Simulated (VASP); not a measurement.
# B (R-3m) in VASP: notebook

B is run at these levels: r2SCAN; tasks: single point.

Program: VASP 6.6.1. These are calculated values, not measurements. Logs are shortened: lines on timing, memory, paths and dates and some standing lists are left out, and cuts for length are marked.

## Step 1: The cell of the first run

Symmetry: R-3m, No. 166, trigonal system. Conventional cell: a = 4.918 Å, b = 4.918 Å, c = 12.581 Å, α = 90.00°, β = 90.00°, γ = 120.00°. B (site symmetry m) has 6 B at 1.67 to 1.81 Å within 2.2 Å. Within 2.4 Å of B (site symmetry m) lie 7 B at 1.79 to 2.01 Å.

## Step 2: Single point, r2SCAN

Contents of POSCAR:

```
B
1.0
    2.4589507939      1.4196759028      4.1935000000
   -2.4589507939      1.4196759028      4.1935000000
    0.0000000000     -2.8393518055      4.1935000000
B
12
Direct
    0.0101900000      0.6536100000      0.0101900000
    0.0101900000      0.0101900000      0.6536100000
    0.6536100000      0.0101900000      0.0101900000
    0.9898100000      0.3463900000      0.9898100000
    0.3463900000      0.9898100000      0.9898100000
    0.9898100000      0.9898100000      0.3463900000
    0.2211800000      0.6306000000      0.2211800000
    0.2211800000      0.2211800000      0.6306000000
    0.6306000000      0.2211800000      0.2211800000
    0.7788200000      0.3694000000      0.7788200000
    0.3694000000      0.7788200000      0.7788200000
    0.7788200000      0.7788200000      0.3694000000
```

Contents of INCAR.step1:

```
SYSTEM = B
PREC = Accurate ; ENCUT = 520
ISMEAR = 0 ; SIGMA = 0.1
LREAL = .FALSE. ; LASPH = .TRUE.
NELM = 100 ; NBANDS = 30
GGA = PE ; ALGO = Normal
EDIFF = 1E-4 ; LWAVE = .TRUE.
LCHARG = .FALSE.
```

Contents of INCAR.step2:

```
SYSTEM = B
PREC = Accurate ; ENCUT = 520
EDIFF = 1E-6 ; ISMEAR = 0
SIGMA = 0.1 ; LREAL = .FALSE.
LASPH = .TRUE. ; NELM = 100
ALGO = Normal ; ISIF = 2
LWAVE = .FALSE. ; LCHARG = .FALSE.
METAGGA = R2SCAN ; LMIXTAU = .TRUE.
NBANDS = 30 ; ISTART = 1
```

Contents of KPOINTS:

```
regular mesh
0
G
  6 6 6
  0 0 0
```

Potentials or basis: VASP PAW PBE potentials, release 64 (B).

On the command line:

```bash
cat potpaw_PBE.64/B/POTCAR > POTCAR
cp INCAR.step1 INCAR
mpirun -np 1 vasp_std > vasp.out
cp INCAR.step2 INCAR
mpirun -np 1 vasp_std > vasp.out
```

OUTCAR:

```text
SYSTEM = B
   PREC = Accurate
   ENCUT = 520
   EDIFF = 1E-6
   ISMEAR = 0
   LREAL = .FALSE.
   LASPH = .TRUE.
   NELM = 100
   ISIF = 2
   METAGGA = R2SCAN
   ISTART = 1

 ion  position               nearest neighbor table
   1  0.010  0.654  0.010-   4 1.67   2 1.75   3 1.75   7 1.80  12 1.81  11 1.81
   2  0.010  0.010  0.654-   6 1.67   3 1.75   1 1.75   8 1.80  10 1.81  11 1.81
   3  0.654  0.010  0.010-   5 1.67   2 1.75   1 1.75   9 1.80  12 1.81  10 1.81
   4  0.990  0.346  0.990-   1 1.67   6 1.75   5 1.75  10 1.80   8 1.81   9 1.81
   5  0.346  0.990  0.990-   3 1.67   6 1.75   4 1.75  11 1.80   8 1.81   7 1.81
   6  0.990  0.990  0.346-   2 1.67   4 1.75   5 1.75  12 1.80   9 1.81   7 1.81
   7  0.221  0.631  0.221-  11 1.79  12 1.79   1 1.80   5 1.81   6 1.81   8 2.01   9 2.01
   8  0.221  0.221  0.631-  10 1.79  11 1.79   2 1.80   4 1.81   5 1.81   7 2.01   9 2.01
   9  0.631  0.221  0.221-  10 1.79  12 1.79   3 1.80   4 1.81   6 1.81   8 2.01   7 2.01
  10  0.779  0.369  0.779-   9 1.79   8 1.79   4 1.80   3 1.81   2 1.81  12 2.01  11 2.01
  11  0.369  0.779  0.779-   7 1.79   8 1.79   5 1.80   1 1.81   2 1.81  12 2.01  10 2.01
  12  0.779  0.779  0.369-   7 1.79   9 1.79   6 1.80   3 1.81   1 1.81  10 2.01  11 2.01

  LATTYP: Found a trigonal (rhomboedric) cell.
 ALAT       =     5.0643223560
 COS(alpha) =     0.5284942553

  Lattice vectors:

 A1 = (   2.4589507939,   1.4196759028,   4.1935000000)
 A2 = (  -2.4589507939,   1.4196759028,   4.1935000000)
 A3 = (   0.0000000000,  -2.8393518055,   4.1935000000)

Analysis of symmetry for initial positions (statically):
=====================================================================
 Subroutine PRICEL returns:
 Original cell was already a primitive cell.

 Routine SETGRP: Setting up the symmetry group for a
 trigonal (rhombohedral) supercell.

 Subroutine GETGRP returns: Found 12 space group operations
 (whereof 12 operations were pure point group operations)
 out of a pool of 12 trial point group operations.

The static configuration has the point symmetry D_3d.

Analysis of symmetry for dynamics (positions and initial velocities):
=====================================================================
 Subroutine PRICEL returns:
 Original cell was already a primitive cell.

 Routine SETGRP: Setting up the symmetry group for a
 trigonal (rhombohedral) supercell.

 Subroutine GETGRP returns: Found 12 space group operations
 (whereof 12 operations were pure point group operations)
 out of a pool of 12 trial point group operations.

The dynamic configuration has the point symmetry D_3d.

 Subroutine INISYM returns: Found 12 space group operations
 (whereof 12 operations are pure point group operations),
 and found     1 'primitive' translations

----------------------------------------------------------------------------------------

                                     Primitive cell

  volume of cell :      87.8349

  direct lattice vectors                    reciprocal lattice vectors
     2.458950794  1.419675903  4.193500000     0.203338758  0.117397687  0.079488097
    -2.458950794  1.419675903  4.193500000    -0.203338758  0.117397687  0.079488097
     0.000000000 -2.839351806  4.193500000     0.000000000 -0.234795373  0.079488097

  length of vectors
     5.064322356  5.064322356  5.064322356     0.247885507  0.247885507  0.247885507

  position of ions in fractional coordinates (direct lattice)
     0.010190000  0.653610000  0.010190000
     0.010190000  0.010190000  0.653610000
     0.653610000  0.010190000  0.010190000
     0.989810000  0.346390000  0.989810000
     0.346390000  0.989810000  0.989810000
     0.989810000  0.989810000  0.346390000
     0.221180000  0.630600000  0.221180000
     0.221180000  0.221180000  0.630600000
     0.630600000  0.221180000  0.221180000
     0.778820000  0.369400000  0.778820000
     0.369400000  0.778820000  0.778820000
     0.778820000  0.778820000  0.369400000

  ion indices of the primitive-cell ions
   primitive index   ion index
                 1           1
                 2           2
                 3           3
                 4           4
                 5           5
                 6           6
                 7           7
                 8           8
                 9           9
                10          10
                11          11
                12          12

----------------------------------------------------------------------------------------

 KPOINTS: regular mesh

Automatic generation of k-mesh.
 Grid dimensions read from file:
 generate k-points for:    6    6    6

 Generating k-lattice:

  Cartesian coordinates                     Fractional coordinates (reciprocal lattice)
     0.033889793  0.019566281  0.013248016     0.166666667  0.000000000  0.000000000
    -0.033889793  0.019566281  0.013248016     0.000000000  0.166666667  0.000000000
     0.000000000 -0.039132562  0.013248016     0.000000000  0.000000000  0.166666667

  Length of vectors
     0.041314251  0.041314251  0.041314251

  Shift w.r.t. Gamma in fractional coordinates (k-lattice)
     0.000000000  0.000000000  0.000000000

 Subroutine IBZKPT returns following result:
 ===========================================

 Found     32 irreducible k-points:

 Following reciprocal coordinates:
            Coordinates               Weight
  0.000000  0.000000  0.000000      1.000000
  0.166667 -0.000000 -0.000000      6.000000
  0.333333 -0.000000 -0.000000      6.000000
  0.500000  0.000000  0.000000      3.000000
  0.166667  0.166667 -0.000000      6.000000
  0.333333  0.166667  0.000000     12.000000
[... 16 lines left out ...]
  0.500000  0.500000  0.166667      6.000000
 -0.333333  0.500000  0.166667     12.000000
 [... further k-points ...]
   k-points           NKPTS =     32   k-points in BZ     NKDIM =     32   number of bands    NBANDS=     30
   number of dos      NEDOS =    301   number of ions     NIONS =     12
   total plane-waves  NPLWV =  64000
   dimension x,y,z NGX =    40 NGY =   40 NGZ =   40
   dimension x,y,z NGXF=    80 NGYF=   80 NGZF=   80
   ions per type =              12
   NGX,Y,Z   is equivalent  to a cutoff of  13.13, 13.13, 13.13 a.u.
   NGXF,Y,Z  is equivalent  to a cutoff of  26.26, 26.26, 26.26 a.u.
 SYSTEM =  B
   PREC   = accura    normal or accurate (medium, high low for compatibility)
   ISTART =      1    job   : 0-new  1-cont  2-samecut
   ICHARG =      0    charge: 1-file 2-atom 10-const
   ISPIN  =      1    spin polarized calculation?
   LNONCOLLINEAR =      F non collinear calculations
   LSORBIT =      F    spin-orbit coupling
   LASPH  =      T    aspherical Exc in radial PAW
   ENCUT  =  520.0 eV  38.22 Ry    6.18 a.u.   9.42  9.42  9.42*2*pi/ulx,y,z
   NELM   =    100;   NELMIN=  2; NELMDL=  0     # of ELM steps
   EDIFF  = 0.1E-05   stopping-criterion for ELM
   LREAL  =      F    real-space projection
   EDIFFG = 0.1E-04   stopping-criterion for IOM
   NSW    =      0    number of steps for IOM
   IBRION =     -1    ionic relax: 0-MD 1-quasi-New 2-CG
   NFREE  =      0    steps in history (QN), initial steepest desc. (CG)
   ISIF   =      2    stress and relaxation
   ISYM   =      2    0-nonsym 1-usesym 2-fastsym
   POTIM  = 0.5000    time-step for ionic-motion
   TEBEG  =    0.0;   TEEND  =   0.0 temperature during run
   PSTRESS=    0.0 pullay stress
   NELECT =      36.0000    total number of electrons
   NUPDOWN=      -1.0000    fix difference up-down
   EMIN   =  10.00;   EMAX   =-10.00  energy-range for DOS
   EFERMI =   0.00;   METHOD = LEGACY
   ISMEAR =     0;   SIGMA  =   0.10  broadening in eV -4-tet -1-fermi 0-gaus
   EFERMI_NEDOS =   21; number of points for ismear=-14 and -15
   IALGO  =     38    algorithm
   IMIX   =      4    mixing-type and parameters
     AMIX     =   0.40;   BMIX     =  1.00
     AMIX_MAG =   1.60;   BMIX_MAG =  1.00
  volume/ion in A,a.u.               =       7.32        49.39
  Fermi-wavevector in a.u.,A,eV,Ry     =   1.216055  2.298011 20.120168  1.478791
  Thomas-Fermi vector in A             =   2.351422
   LORBIT       =      0    0 simple, 1 ext, 2 COOP (PROOUT), +10 PAW based schemes
   METAGGA = R2SCAN    functional components
   LHFCALC =     F    Hartree Fock is set to
   AEXX    =    0.0000 exact exchange contribution
   IVDW    =     0    specifies the selected vdW correction
   LEPSILON=     F    determine dielectric tensor
   LRPA    =     F    only Hartree local field effects (RPA)
 non-spin polarized calculation
 Gauss-broadening in eV      SIGMA  =   0.10
  energy-cutoff  :      520.00
  volume of cell :       87.83
 maximum number of plane-waves:      2381
 NGX is ok and might be reduce to    40
   NGX = 19   NGY = 19   NGZ = 19

 number of electron      36.0000000 magnetization

 Free energy of the ion-electron system (eV)
  ---------------------------------------------------
  ext. energy  EPLUGINS =         0.00000000
  ---------------------------------------------------
  free energy    TOTEN  =       -88.11232781 eV

  energy without entropy =      -88.11232781  energy(sigma->0) =      -88.11232781

 E-fermi :   6.2684     XC(G=0): -12.2535

 val. band max:        5.8670092394   @ k =   0.5000   0.5000   0.5000
 cond. band min:       7.3995344370   @ k =   0.5000   0.5000   0.0000
 fundamental gap:      1.5325251975
 Fermi energy:         6.2683726441

 k-point     1 :       0.0000    0.0000    0.0000
  band No.  band energies     occupation
      1     -11.2200      2.00000
      2      -5.2257      2.00000
      3      -4.9652      2.00000
      4      -4.9652      2.00000
      5      -3.7326      2.00000
      6      -3.1036      2.00000
[... 22 lines left out ...]
     29      16.1467      0.00000
     30      16.6104      0.00000

 k-point     2 :       0.1667   -0.0000   -0.0000
  band No.  band energies     occupation
      1     -11.0543      2.00000
      2      -6.1286      2.00000
      3      -5.3241      2.00000
      4      -5.2124      2.00000
      5      -3.5789      2.00000
      6      -2.9826      2.00000
[... 22 lines left out ...]
     29      15.2871      0.00000
     30      15.9627      0.00000

 k-point     3 :       0.3333   -0.0000   -0.0000
  band No.  band energies     occupation
      1     -10.6125      2.00000
      2      -7.5347      2.00000
      3      -5.5339      2.00000
      4      -5.4752      2.00000
      5      -4.0119      2.00000
      6      -2.9582      2.00000
[... 22 lines left out ...]
     29      14.5413      0.00000
     30      15.3106      0.00000

 k-point     4 :       0.5000    0.0000    0.0000
  band No.  band energies     occupation
      1     -10.2650      2.00000
      2      -8.2244      2.00000
      3      -5.6543      2.00000
      4      -5.5302      2.00000
      5      -4.1800      2.00000
      6      -3.1024      2.00000
[... 616 lines left out ...]
     29      14.9622      0.00000
     30      15.9208      0.00000

 k-point    23 :       0.5000    0.5000    0.1667
  band No.  band energies     occupation
      1     -10.2196      2.00000
      2      -7.5398      2.00000
      3      -6.7131      2.00000
      4      -5.9975      2.00000
      5      -4.5509      2.00000
      6      -2.9904      2.00000
[... 22 lines left out ...]
     29      15.7485      0.00000
     30      16.0361      0.00000

 k-point    24 :      -0.3333    0.5000    0.1667
  band No.  band energies     occupation
      1     -10.0002      2.00000
      2      -7.7903      2.00000
      3      -6.9187      2.00000
      4      -6.4599      2.00000
      5      -3.5650      2.00000
      6      -3.0012      2.00000
[... 22 lines left out ...]
     29      15.2235      0.00000
     30      16.2457      0.00000

 [... further k-points ...]

------------------------ aborting loop because EDIFF is reached ----------------------------------------

  FORCE on cell =-STRESS in cart. coord.  units (eV):
  Direction    XX          YY          ZZ          XY          YZ          ZX
  --------------------------------------------------------------------------------------
  -------------------------------------------------------------------------------------
  Total       -1.8690373     -1.8690373     -1.9410428      0.0000000     -0.0000000      0.0000000
  in kB      -34.0927156    -34.0927155    -35.4061530      0.0000000     -0.0000000      0.0000000
  external PRESSURE =     -34.5305280 kB  Pullay stress =       0.0000000 kB

 VOLUME and BASIS-vectors are now :
 -----------------------------------------------------------------------------
  energy-cutoff  :      520.00
  volume of cell :       87.83
      direct lattice vectors                 reciprocal lattice vectors
     2.458950794  1.419675903  4.193500000     0.203338758  0.117397687  0.079488097
    -2.458950794  1.419675903  4.193500000    -0.203338758  0.117397687  0.079488097
     0.000000000 -2.839351806  4.193500000     0.000000000 -0.234795373  0.079488097

 POSITION                                       TOTAL-FORCE (eV/Angst)
 -----------------------------------------------------------------------------------
     -1.58214      0.91345      2.82638        -0.121343      0.070057      0.088053
      0.00000     -1.82690      2.82638        -0.000000     -0.140115      0.088053
      1.58214      0.91345      2.82638         0.121343      0.070057      0.088053
      1.58214     -0.91345      9.75412         0.121343     -0.070057     -0.088053
     -1.58214     -0.91345      9.75412        -0.121343     -0.070057     -0.088053
      0.00000      1.82690      9.75412        -0.000000      0.140115     -0.088053
     -1.00674      0.58124      4.49946        -0.196814      0.113630     -0.055041
      0.00000     -1.16249      4.49946        -0.000000     -0.227261     -0.055041
      1.00674      0.58124      4.49946         0.196814      0.113630     -0.055041
      1.00674     -0.58124      8.08104         0.196814     -0.113630      0.055041
     -1.00674     -0.58124      8.08104        -0.196814     -0.113630      0.055041
      0.00000      1.16249      8.08104        -0.000000      0.227261      0.055041
 -----------------------------------------------------------------------------------
    total drift:                               -0.000000      0.000000     -0.000000

  FREE ENERGIE OF THE ION-ELECTRON SYSTEM (eV)
  ---------------------------------------------------
  free  energy   TOTEN  =       -88.1123278136 eV

  energy  without entropy=      -88.1123278136  energy(sigma->0) =      -88.11232781
```

Wall time 9.2 min (1 thread of Intel Xeon 8259CL, shared host); peak memory 0.27 GiB.

Results:

```yaml
Free_energy: -88.1123 eV
Pressure: -3.5 GPa
Largest_force: 0.234 eV/Å
Band_gap_on_the_k_mesh: 1.53 eV (least direct gap 1.97 eV)
```

Forces on the atoms (eV/Å):
```
B   -0.121  0.070  0.088
B    0.000 -0.140  0.088
B    0.121  0.070  0.088
B    0.121 -0.070 -0.088
B   -0.121 -0.070 -0.088
B    0.000  0.140 -0.088
B   -0.197  0.114 -0.055
B    0.000 -0.227 -0.055
B    0.197  0.114 -0.055
B    0.197 -0.114  0.055
B   -0.197 -0.114  0.055
B    0.000  0.227  0.055
```

Caveat: the cell stands under tension; the PAW data sets were made with another functional, which shifts forces and pressure a little.

## Step 3: Single point, r2SCAN

This run uses another cell than the first one, of 7.22 Å³/atom.

Contents of POSCAR:

```
B
1.0
    2.4491422263      1.4140129237      4.1714852599
   -2.4491422263      1.4140129237      4.1714852599
    0.0000000000     -2.8280258473      4.1714852599
B
12
Direct
    0.0098735245      0.6543950494      0.0098735245
    0.0098735245      0.0098735245      0.6543950494
    0.6543950494      0.0098735245      0.0098735245
    0.9901264755      0.3456049506      0.9901264755
    0.3456049506      0.9901264755      0.9901264755
    0.9901264755      0.9901264755      0.3456049506
    0.2205060237      0.6317485062      0.2205060237
    0.2205060237      0.2205060237      0.6317485062
    0.6317485062      0.2205060237      0.2205060237
    0.7794939763      0.3682514938      0.7794939763
    0.3682514938      0.7794939763      0.7794939763
    0.7794939763      0.7794939763      0.3682514938
```

Contents of INCAR.step1:

```
PREC = Accurate ; ENCUT = 520
ISMEAR = 0 ; SIGMA = 0.02
LREAL = F ; LASPH = T
NELM = 100 ; NBANDS = 30
GGA = PE ; ALGO = Normal
EDIFF = 1E-4 ; LWAVE = T
LCHARG = F
```

Contents of INCAR.step2:

```
PREC = Accurate ; ENCUT = 520
EDIFF = 1E-6 ; ISMEAR = 0
SIGMA = 0.02 ; LREAL = F
LASPH = T ; NELM = 100
ALGO = Normal ; ISIF = 2
LWAVE = F ; LCHARG = F
METAGGA = R2SCAN ; LMIXTAU = T
NBANDS = 30 ; ISTART = 1
```

Contents of KPOINTS:

```
regular mesh
0
Gamma
  9 9 9
```

Potentials or basis: VASP PAW PBE potentials, release 64 (B).

On the command line:

```bash
cat potpaw_PBE.64/B/POTCAR > POTCAR
cp INCAR.step1 INCAR
mpirun -np 1 vasp_std > vasp.out
cp INCAR.step2 INCAR
mpirun -np 1 vasp_std > vasp.out
```

Wall time 23 min (1 thread of Intel Xeon 8259CL, shared host); peak memory 0.34 GiB.

The run converged. Its results:

```yaml
Free_energy: -88.1278 eV
Pressure: 0.2 GPa
Largest_force: 0.021 eV/Å
Band_gap_on_the_k_mesh: 1.63 eV (least direct gap 2.04 eV)
```

Forces in eV/Å, atoms in the order of the input:
```
B    0.010 -0.006 -0.008
B    0.000  0.011 -0.008
B   -0.010 -0.006 -0.008
B   -0.010  0.006  0.008
B    0.010  0.006  0.008
B    0.000 -0.011  0.008
B    0.018 -0.010  0.007
B    0.000  0.020  0.007
B   -0.018 -0.010  0.007
B   -0.018  0.010 -0.007
B    0.018  0.010 -0.007
B    0.000 -0.020 -0.007
```

Stress tensor (GPa, compression positive):
```
0.30 0.00 0.00
0.00 0.30 0.00
0.00 0.00 0.15
```

Levels at points of the mesh, in eV from the valence-band top:
```tsv
k point	band 16	band 17	band 18	band 19	band 20	band 21
(0.00, 0.00, 0.00)	-0.91	-0.91	-0.37	1.68	4.92	4.92
```

Caveat: the PAW data sets were made with another functional, which shifts forces and pressure a little. r2SCAN opens gaps a little over a GGA but as a rule still falls short of measured ones.
